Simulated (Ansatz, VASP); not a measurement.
# Se: VASP beside Ansatz

```
Se
1.0
    -1.62093    1.64649    1.64649
     1.62093   -1.64649    1.64649
     1.62093    1.64649   -1.64649
Se
1
Direct
  0.00000 0.00000 0.00000
```

Alike in both runs: task single point; functional PBEsol; k mesh 16 × 16 × 16; occupations gaussian, width 0.1 eV; no spin polarisation.

|  | VASP | Ansatz |
| --- | --- | --- |
| version | VASP 6.6.1 | Ansatz 0.2.0 |
| potentials or method | VASP PAW PBE potentials, release 64 (Se), cutoff 520 eV | scalar-relativistic, plane waves, PAW |
| valence electrons in the cell | 6 | 16 |

Ansatz gave:

| Property | Result |
| --- | --- |
| gap on the k mesh at the Fermi level (eV) | none |
| pressure (GPa) | 9.4 |
| traceless stress, the component that is largest in VASP (GPa) | -0.16 |

Question: Estimate VASP's values.

Answer: gap on the k mesh at the Fermi level (eV): none; pressure (GPa): 9.6; traceless stress, the component that is largest in VASP (GPa): -0.16.

VASP's potentials were made for PBE, not for PBEsol. A gap of «none» marks a metal or a gap that the smearing closes. The functional is the same, so the differences come from potentials, cutoffs and numerics. VASP's potentials hold 6 valence electrons a cell and Ansatz's 16, so a difference there can come from the potentials and not from the codes.
